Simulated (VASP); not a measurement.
Set up this calculation in VASP 6.6.1, as the native input.

| Item | Value |
| --- | --- |
| Task | single point |
| Functional | PBEsol |
| Potentials or basis | VASP PAW PBE potentials, release 64 (Li_sv) |
| Cutoff | 520 eV |
| k mesh | 20 × 20 × 20 |
| Occupations | methfessel-paxton, width 0.1 eV |
| Spin | no spin polarisation |
| Dipole correction | no |
| Further INCAR settings | ALGO = Normal; EDIFF = 1e-06; NBANDS = 10 |

The structure of Li lies in POSCAR:

```
Li
1.0
    3.4332068704      0.0000000000      0.0000000000
    0.0000000000      3.4332068704      0.0000000000
    0.0000000000      0.0000000000      3.4332068704
Li
2
Direct
    0.0000000000      0.0000000000      0.0000000000
    0.5000000000      0.5000000000      0.5000000000
```

These files were run (other wordings do the same):

INCAR

```
SYSTEM = Li
PREC     = Accurate       ! precision mode
ENCUT    = 520            ! plane-wave cutoff, eV
EDIFF    = 1E-6           ! SCF threshold, eV
ISMEAR   = 1              ! smearing method
SIGMA    = 0.1            ! smearing width, eV
LREAL    = .False.        ! projectors in reciprocal space
LASPH    = .True.         ! aspherical terms in the spheres
NELM     = 100            ! most SCF steps
ALGO     = Normal         ! electronic algorithm
ISIF     = 2              ! what is computed and relaxed
LWAVE    = .False.        ! write WAVECAR
LCHARG   = .False.        ! write CHGCAR
GGA      = PS             ! functional
NBANDS   = 10             ! bands
```

KPOINTS

```
Automatic mesh
0
Gamma
  20 20 20
  0 0 0
```

Potentials or basis: VASP PAW PBE potentials, release 64 (Li_sv).

Command:

```sh
$ cat potpaw_PBE.64/Li_sv/POTCAR > POTCAR
$ mpirun -np 1 vasp_std > vasp.out
```

It gave:

```
Band gap on the k mesh : zero (bands 3 and 4 overlap by 4.53 eV)
```

Run time: 47 s on 1 thread of Intel(R) Xeon(R) Platinum 8488C (Sapphire Rapids), on a shared host, peak memory 0.2 GiB.
